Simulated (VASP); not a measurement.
# Sc (P6_3/mmc) in VASP: a series of runs

The runs below take Sc through single point, with LDA.

Program: VASP 6.6.1. These are calculated values, not measurements. Logs are shortened: lines on timing, memory, paths and dates and some standing lists are left out, and cuts for length are marked.

## (1) The cell of the first run

The structure is hexagonal, space group P6_3/mmc (No. 194). The conventional cell has a = 3.276 Å, b = 3.276 Å, c = 5.268 Å, α = 90.00°, β = 90.00°, γ = 120.00°. Within 4.3 Å of Sc (site symmetry -6m2) lie 12 Sc at 3.24 to 3.28 Å.

## (2) Single point, LDA (equal xx and yy strain of -1 %)

File INCAR:

```
ALGO = Normal
EDIFF = 1E-7
ENCUT = 520
GGA = CA
ISIF = 2
ISMEAR = -1
LASPH = T
LCHARG = F
LREAL = F
LWAVE = F
NBANDS = 18
NELM = 100
PREC = Accurate
SIGMA = 0.03
```

File KPOINTS:

```
k-points
0
Gamma
  13 13 7
```

File POSCAR:

```
Sc
1.0
    3.2757099183      0.0000000000      0.0000000000
   -1.6378549591      2.8368480047      0.0000000000
    0.0000000000      0.0000000000      5.2680000000
Sc
2
Direct
    0.3333333333      0.6666666667      0.2500000000
    0.6666666667      0.3333333333      0.7500000000
```

Potentials or basis: VASP PAW LDA potentials, release 64 (Sc_sv).

Started as:

```console
$ cat potpaw_LDA.64/Sc_sv/POTCAR > POTCAR
$ mpirun -np 1 vasp_std > vasp.out
```

OUTCAR:

```text
EDIFF = 1E-7
   ENCUT = 520
   GGA = CA
   ISIF = 2
   ISMEAR = -1
   LASPH = T
   LREAL = F
   NELM = 100
   PREC = Accurate

 ion  position               nearest neighbor table
   1  0.333  0.667  0.250-   2 3.24   2 3.24   2 3.24   2 3.24   2 3.24   2 3.24
   2  0.667  0.333  0.750-   1 3.24   1 3.24   1 3.24   1 3.24   1 3.24   1 3.24

  LATTYP: Found a hexagonal cell.
 ALAT       =     3.2757099183
 C/A-ratio  =     1.6082010103

  Lattice vectors:

 A1 = (   3.2757099183,   0.0000000000,   0.0000000000)
 A2 = (  -1.6378549591,   2.8368480047,   0.0000000000)
 A3 = (   0.0000000000,   0.0000000000,   5.2680000000)

Analysis of symmetry for initial positions (statically):
=====================================================================
 Subroutine PRICEL returns:
 Original cell was already a primitive cell.

 Routine SETGRP: Setting up the symmetry group for a
 hexagonal supercell.

 Subroutine GETGRP returns: Found 24 space group operations
 (whereof 12 operations were pure point group operations)
 out of a pool of 24 trial point group operations.

The static configuration has the point symmetry D_3d.
 The point group associated with its full space group is D_6h.

Analysis of symmetry for dynamics (positions and initial velocities):
=====================================================================
 Subroutine PRICEL returns:
 Original cell was already a primitive cell.

 Routine SETGRP: Setting up the symmetry group for a
 hexagonal supercell.

 Subroutine GETGRP returns: Found 24 space group operations
 (whereof 12 operations were pure point group operations)
 out of a pool of 24 trial point group operations.

The dynamic configuration has the point symmetry D_3d.
 The point group associated with its full space group is D_6h.

 Subroutine INISYM returns: Found 24 space group operations
 (whereof 12 operations are pure point group operations),
 and found     1 'primitive' translations

----------------------------------------------------------------------------------------

                                     Primitive cell

  volume of cell :      48.9539

  direct lattice vectors                    reciprocal lattice vectors
     3.275709918  0.000000000  0.000000000     0.305277337  0.176251953  0.000000000
    -1.637854959  2.836848005  0.000000000     0.000000000  0.352503905  0.000000000
     0.000000000  0.000000000  5.268000000     0.000000000  0.000000000  0.189825361

  length of vectors
     3.275709918  3.275709918  5.268000000     0.352503905  0.352503905  0.189825361

  position of ions in fractional coordinates (direct lattice)
     0.333333333  0.666666667  0.250000000
     0.666666667  0.333333333  0.750000000

  ion indices of the primitive-cell ions
   primitive index   ion index
                 1           1
                 2           2

----------------------------------------------------------------------------------------

 KPOINTS: k-points

Automatic generation of k-mesh.
 Grid dimensions read from file:
 generate k-points for:   13   13    7

 Generating k-lattice:

  Cartesian coordinates                     Fractional coordinates (reciprocal lattice)
     0.023482872  0.013557843  0.000000000     0.076923077 -0.000000000  0.000000000
     0.000000000  0.027115685  0.000000000     0.000000000  0.076923077  0.000000000
     0.000000000  0.000000000  0.027117909     0.000000000  0.000000000  0.142857143

  Length of vectors
     0.027115685  0.027115685  0.027117909

  Shift w.r.t. Gamma in fractional coordinates (k-lattice)
     0.000000000  0.000000000  0.000000000

 Subroutine IBZKPT returns following result:
 ===========================================

 Found     84 irreducible k-points:

 Following reciprocal coordinates:
            Coordinates               Weight
  0.000000  0.000000  0.000000      1.000000
  0.076923  0.000000  0.000000      6.000000
  0.153846  0.000000  0.000000      6.000000
  0.230769  0.000000  0.000000      6.000000
  0.307692  0.000000  0.000000      6.000000
  0.384615  0.000000  0.000000      6.000000
[... 16 lines left out ...]
  0.076923  0.000000  0.142857     12.000000
  0.153846  0.000000  0.142857     12.000000
 [... further k-points ...]
   k-points           NKPTS =     84   k-points in BZ     NKDIM =     84   number of bands    NBANDS=     18
   number of dos      NEDOS =    301   number of ions     NIONS =      2
   total plane-waves  NPLWV =  23040
   dimension x,y,z NGX =    24 NGY =   24 NGZ =   40
   dimension x,y,z NGXF=    48 NGYF=   48 NGZF=   80
   ions per type =               2
   NGX,Y,Z   is equivalent  to a cutoff of  12.18, 12.18, 12.62 a.u.
   NGXF,Y,Z  is equivalent  to a cutoff of  24.36, 24.36, 25.25 a.u.
 SYSTEM =  unknown system
   PREC   = accura    normal or accurate (medium, high low for compatibility)
   ISTART =      0    job   : 0-new  1-cont  2-samecut
   ICHARG =      2    charge: 1-file 2-atom 10-const
   ISPIN  =      1    spin polarized calculation?
   LNONCOLLINEAR =      F non collinear calculations
   LSORBIT =      F    spin-orbit coupling
   LASPH  =      T    aspherical Exc in radial PAW
   ENCUT  =  520.0 eV  38.22 Ry    6.18 a.u.   6.09  6.09  9.79*2*pi/ulx,y,z
   NELM   =    100;   NELMIN=  2; NELMDL= -5     # of ELM steps
   EDIFF  = 0.1E-06   stopping-criterion for ELM
   LREAL  =      F    real-space projection
   EDIFFG = 0.1E-05   stopping-criterion for IOM
   NSW    =      0    number of steps for IOM
   IBRION =     -1    ionic relax: 0-MD 1-quasi-New 2-CG
   NFREE  =      0    steps in history (QN), initial steepest desc. (CG)
   ISIF   =      2    stress and relaxation
   ISYM   =      2    0-nonsym 1-usesym 2-fastsym
   POTIM  = 0.5000    time-step for ionic-motion
   TEBEG  =    0.0;   TEEND  =   0.0 temperature during run
   PSTRESS=    0.0 pullay stress
   NELECT =      22.0000    total number of electrons
   NUPDOWN=      -1.0000    fix difference up-down
   EMIN   =  10.00;   EMAX   =-10.00  energy-range for DOS
   EFERMI =   0.00;   METHOD = LEGACY
   ISMEAR =    -1;   SIGMA  =   0.03  broadening in eV -4-tet -1-fermi 0-gaus
   EFERMI_NEDOS =   21; number of points for ismear=-14 and -15
   IALGO  =     38    algorithm
   IMIX   =      4    mixing-type and parameters
     AMIX     =   0.40;   BMIX     =  1.00
     AMIX_MAG =   1.60;   BMIX_MAG =  1.00
  volume/ion in A,a.u.               =      24.48       165.18
  Fermi-wavevector in a.u.,A,eV,Ry     =   1.253969  2.369657 21.394305  1.572437
  Thomas-Fermi vector in A             =   2.387796
   LORBIT       =      0    0 simple, 1 ext, 2 COOP (PROOUT), +10 PAW based schemes
   GGA     = CA    functional components
   LHFCALC =     F    Hartree Fock is set to
   AEXX    =    0.0000 exact exchange contribution
   IVDW    =     0    specifies the selected vdW correction
   LEPSILON=     F    determine dielectric tensor
   LRPA    =     F    only Hartree local field effects (RPA)
 non-spin polarized calculation
  energy-cutoff  :      520.00
  volume of cell :       48.95
 maximum number of plane-waves:      1335
   NGX = 13   NGY = 13   NGZ = 19

 number of electron      22.0000002 magnetization

 Free energy of the ion-electron system (eV)
  ---------------------------------------------------
  ext. energy  EPLUGINS =         0.00000000
  ---------------------------------------------------
  free energy    TOTEN  =       -13.38787455 eV

  energy without entropy =      -13.37399685  energy(sigma->0) =      -13.38093570

 E-fermi :   3.5117     XC(G=0): -10.1727

 val. band max:        3.5085421098   @ k =   0.4615   0.0769   0.4286
 cond. band min:       3.5204682829   @ k =   0.3846   0.0769   0.2857
 fundamental gap:      0.0119261732
 Fermi energy:         3.5116901379

 k-point     1 :       0.0000    0.0000    0.0000
  band No.  band energies     occupation
      1     -45.2977      2.00000
      2     -45.2289      2.00000
      3     -24.4630      2.00000
      4     -24.1066      2.00000
      5     -24.1066      2.00000
      6     -24.0469      2.00000
[... 10 lines left out ...]
     17       5.8865      0.00000
     18       5.8865      0.00000

 k-point     2 :       0.0769    0.0000    0.0000
  band No.  band energies     occupation
      1     -45.2945      2.00000
      2     -45.2274      2.00000
      3     -24.4549      2.00000
      4     -24.1240      2.00000
      5     -24.1122      2.00000
      6     -24.0650      2.00000
[... 10 lines left out ...]
     17       5.7743      0.00000
     18       5.8067      0.00000

 k-point     3 :       0.1538    0.0000    0.0000
  band No.  band energies     occupation
      1     -45.2855      2.00000
      2     -45.2237      2.00000
      3     -24.4316      2.00000
      4     -24.1724      2.00000
      5     -24.1276      2.00000
      6     -24.1145      2.00000
[... 10 lines left out ...]
     17       5.6121      0.00000
     18       5.8164      0.00000

 k-point     4 :       0.2308    0.0000    0.0000
  band No.  band energies     occupation
      1     -45.2724      2.00000
      2     -45.2188      2.00000
      3     -24.3960      2.00000
      4     -24.2412      2.00000
      5     -24.1822      2.00000
      6     -24.1484      2.00000
[... 375 lines left out ...]
      4     -24.1036      2.00000
      5     -24.1036      2.00000
      6     -24.0528      2.00000
[... 10 lines left out ...]
     17       6.0243      0.00000
     18       6.0243      0.00000

 k-point    23 :       0.0769    0.0000    0.1429
  band No.  band energies     occupation
      1     -45.2912      2.00000
      2     -45.2308      2.00000
      3     -24.4352      2.00000
      4     -24.1205      2.00000
      5     -24.1091      2.00000
      6     -24.0764      2.00000
[... 10 lines left out ...]
     17       5.9650      0.00000
     18       5.9674      0.00000

 k-point    24 :       0.1538    0.0000    0.1429
  band No.  band energies     occupation
      1     -45.2825      2.00000
      2     -45.2268      2.00000
      3     -24.4154      2.00000
      4     -24.1673      2.00000
      5     -24.1271      2.00000
      6     -24.1241      2.00000
[... 10 lines left out ...]
     17       5.9106      0.00000
     18       5.9215      0.00000

 [... further k-points ...]

------------------------ aborting loop because EDIFF is reached ----------------------------------------

  FORCE on cell =-STRESS in cart. coord.  units (eV):
  Direction    XX          YY          ZZ          XY          YZ          ZX
  --------------------------------------------------------------------------------------
  -------------------------------------------------------------------------------------
  Total       -1.0538193     -1.0538193     -1.8530240     -0.0000000      0.0000000      0.0000000
  in kB      -34.4897024    -34.4897024    -60.6463053     -0.0000000      0.0000000      0.0000000
  external PRESSURE =     -43.2085700 kB  Pullay stress =       0.0000000 kB

 VOLUME and BASIS-vectors are now :
 -----------------------------------------------------------------------------
  energy-cutoff  :      520.00
  volume of cell :       48.95
      direct lattice vectors                 reciprocal lattice vectors
     3.275709918  0.000000000  0.000000000     0.305277337  0.176251953  0.000000000
    -1.637854959  2.836848005  0.000000000     0.000000000  0.352503905  0.000000000
     0.000000000  0.000000000  5.268000000     0.000000000  0.000000000  0.189825361

 POSITION                                       TOTAL-FORCE (eV/Angst)
 -----------------------------------------------------------------------------------
     -0.00000      1.89123      1.31700         0.000000     -0.000000      0.000000
      1.63785      0.94562      3.95100        -0.000000      0.000000      0.000000
 -----------------------------------------------------------------------------------
    total drift:                               -0.000000      0.000000     -0.000000

  FREE ENERGIE OF THE ION-ELECTRON SYSTEM (eV)
  ---------------------------------------------------
  free  energy   TOTEN  =       -13.3878745504 eV

  energy  without entropy=      -13.3739968480  energy(sigma->0) =      -13.38093570
```

It took 25 s on 1 thread of Intel Xeon Platinum 8488C (Sapphire Rapids), shared host; peak memory 0.17 GiB.

What came out:

```yaml
Free_energy: -13.3879 eV
Pressure: -4.3 GPa
Band_gap_on_the_k_mesh: zero (band 11 reaches 4.19 eV, above the bottom of band 12 at 3.01 eV)
```

Caveat: the cell differs from its parent crystal (equal xx and yy strain of -1 %).

## (3) Single point, LDA (volume scaled by 0.99)

File INCAR:

```
PREC     = Accurate       # precision mode
ENCUT    = 520            # plane-wave cutoff, eV
EDIFF    = 1E-6           # SCF threshold, eV
ISMEAR   = -1             # smearing method
SIGMA    = 0.03           # smearing width, eV
LREAL    = F              # projectors in reciprocal space
LASPH    = T              # aspherical terms in the spheres
NELM     = 100            # most SCF steps
ALGO     = Normal         # electronic algorithm
ISIF     = 2              # what is computed and relaxed
LWAVE    = F              # write WAVECAR
LCHARG   = F              # write CHGCAR
NBANDS   = 18             # bands
```

File KPOINTS:

```
regular mesh
0
Gamma
  13 13 7
```

File POSCAR:

```
Sc
1.0
    3.2977316009      0.0000000000      0.0000000000
   -1.6488658004      2.8559193412      0.0000000000
    0.0000000000      0.0000000000      5.2503811393
Sc
2
Direct
    0.3333333333      0.6666666667      0.2500000000
    0.6666666667      0.3333333333      0.7500000000
```

Potentials or basis: VASP PAW LDA potentials, release 64 (Sc_sv).

Started as:

```console
$ cat potpaw_LDA.64/Sc_sv/POTCAR > POTCAR
$ mpirun -np 1 vasp_std > vasp.out
```

It took 36 s on 1 thread of Intel Xeon Platinum 8488C (Sapphire Rapids), shared host; peak memory 0.19 GiB.

The run converged. Its results:

```yaml
Free_energy: -13.3786 eV
Pressure: -4.8 GPa
Band_gap_on_the_k_mesh: zero (band 11 reaches 4.16 eV, above the bottom of band 12 at 2.95 eV)
```

Stress tensor (GPa, compression positive):
```
-4.19  0.00  0.00
 0.00 -4.19  0.00
 0.00  0.00 -6.05
```

Levels at points of the mesh, in eV from the Fermi level:
```tsv
k point	band 9	band 10	band 11	band 12	band 13	band 14
(0.00, 0.00, 0.00)	-5.08	-1.69	0.54	1.54	1.54	1.66
```

## (4) Single point, LDA (zz strain of -1 %)

File INCAR:

```
  PREC = Accurate
  ENCUT = 520
  EDIFF = 1E-6
  ISMEAR = -1
  SIGMA = 0.03
  LREAL = False
  LASPH = True
  NELM = 80
  ALGO = Normal
  ISIF = 2
  LWAVE = False
  LCHARG = True
  GGA = CA
  LELF = True
  LVHAR = True
  NBANDS = 18
```

File KPOINTS:

```
Automatic mesh
0
Gamma
  13 13 7
```

File POSCAR:

```
Sc
1.0
    3.3087978973      0.0000000000      0.0000000000
   -1.6543989486      2.8655030350      0.0000000000
    0.0000000000      0.0000000000      5.2153200000
Sc
2
Direct
    0.3333333333      0.6666666667      0.2500000000
    0.6666666667      0.3333333333      0.7500000000
```

Started as:

```console
$ cat potpaw_LDA.64/Sc_sv/POTCAR > POTCAR
$ mpirun -np 1 vasp_std > vasp.out
```

Run time: 36 s. Hardware: 1 thread of Intel Xeon Platinum 8488C (Sapphire Rapids), shared host; peak memory 0.19 GiB.

It converged, with:

| Item | Value |
| --- | --- |
| Free energy | -13.3818 eV |
| Pressure | -4.8 GPa |
| Band gap on the k mesh | zero (band 11 reaches 4.19 eV, above the bottom of band 12 at 2.94 eV) |

Stress tensor (GPa, compression positive):
```
-4.42  0.00  0.00
 0.00 -4.42  0.00
 0.00  0.00 -5.67
```

Levels at points of the mesh, in eV from the Fermi level:
| k point | band 9 | band 10 | band 11 | band 12 | band 13 | band 14 |
| --- | --- | --- | --- | --- | --- | --- |
| (0.00, 0.00, 0.00) | -5.08 | -1.67 | 0.61 | 1.53 | 1.53 | 1.72 |

Caveat: the cell differs from its parent crystal (zz strain of -1 %).

## (5) Single point, LDA (volume scaled by 1.01)

File INCAR:

```
PREC = Accurate
ENCUT = 520
EDIFF = 1E-7
ISMEAR = -1
SIGMA = 0.03
LREAL = False
LASPH = True
NELM = 100
ALGO = Normal
ISIF = 2
LWAVE = False
LCHARG = False
GGA = CA
NBANDS = 18
```

KPOINTS is that of step 4.

File POSCAR:

```
Sc
1.0
    3.3197906621      0.0000000000      0.0000000000
   -1.6598953310      2.8750230486      0.0000000000
    0.0000000000      0.0000000000      5.2855017897
Sc
2
Direct
    0.3333333333      0.6666666667      0.2500000000
    0.6666666667      0.3333333333      0.7500000000
```

Started as:

```console
$ cat potpaw_LDA.64/Sc_sv/POTCAR > POTCAR
$ mpirun -np 1 vasp_std > vasp.out
```

Run time: 37 s. Hardware: 1 thread of Intel Xeon Platinum 8488C (Sapphire Rapids), shared host; peak memory 0.19 GiB.

It converged, with:

| Item | Value |
| --- | --- |
| Free energy | -13.3462 eV |
| Pressure | -5.7 GPa |
| Band gap on the k mesh | zero (band 11 reaches 4.03 eV, above the bottom of band 12 at 2.86 eV) |

Stress tensor (GPa, compression positive):
```
-5.08  0.00  0.00
 0.00 -5.08  0.00
 0.00  0.00 -6.85
```

Levels at points of the mesh, in eV from the Fermi level:
```csv
k point,band 8,band 9,band 10,band 11,band 12,band 13,band 14,band 15
"(0.00, 0.00, 0.00)",-27.63,-5.05,-1.67,0.50,1.51,1.51,1.63,1.91
```

## (6) The runs side by side

```tsv
cell	gap on the mesh (eV)	pressure (GPa)
a = 3.276, b = 3.276, c = 5.268 Å, angles 90.0, 90.0, 120.0°, 2 atoms	none	-4.3
a = 3.298, b = 3.298, c = 5.250 Å, angles 90.0, 90.0, 120.0°, 2 atoms	none	-4.8
a = 3.309, b = 3.309, c = 5.215 Å, angles 90.0, 90.0, 120.0°, 2 atoms	none	-4.8
a = 3.320, b = 3.320, c = 5.286 Å, angles 90.0, 90.0, 120.0°, 2 atoms	none	-5.7
```

Alike in all rows: task single point; level LDA; potentials or basis VASP PAW LDA potentials, release 64 (Sc_sv); no spin polarisation; k mesh 13 × 13 × 7; cutoff (eV) 520; smearing fermi-dirac 0.03 eV.

Total energies depend on the potentials used, so only differences within one code and one set of settings carry meaning.
